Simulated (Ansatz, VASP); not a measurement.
# InF3 in VASP and in Ansatz

```
In F
1.0
     2.54463    1.46914    4.84768
    -2.54463    1.46914    4.84768
     0.00000   -2.93828    4.84768
In F
2 6
Direct
  0.00000 0.00000 0.00000
  0.50000 0.50000 0.50000
  0.90374 0.59626 0.25000
  0.25000 0.90374 0.59626
  0.59626 0.25000 0.90374
  0.09626 0.40374 0.75000
  0.75000 0.09626 0.40374
  0.40374 0.75000 0.09626
```

Alike in both runs: functional LDA; k mesh 6 × 6 × 6; occupations gaussian, width 0.02 eV; no spin polarisation.

Ansatz relaxed the structure, and its values are those at the end. VASP's run is a single point on that final structure, the one shown.

|  | VASP | Ansatz |
| --- | --- | --- |
| version | VASP 6.6.1 | Ansatz 0.2.0 |
| potentials or method | VASP PAW LDA potentials, release 64 (In_d, F), cutoff 520 eV | scalar-relativistic, plane waves, PAW |
| valence electrons in the cell | 68 | 68 |

Ansatz gave:

```
gap on the k mesh at the Fermi level (eV) : 4.27
least direct gap on the mesh (eV)         : 4.28
pressure (GPa)                            : 0.0
rms of the force components (eV/Å)        : 0.000
```

Question: What did VASP give for the same quantities?

Answer: gap on the k mesh at the Fermi level (eV): 4.26; least direct gap on the mesh (eV): 4.27; pressure (GPa): 0.6; rms of the force components (eV/Å): 0.024.

LDA's correlation is that of Perdew and Zunger in VASP and of Perdew and Wang (1992) in Ansatz.
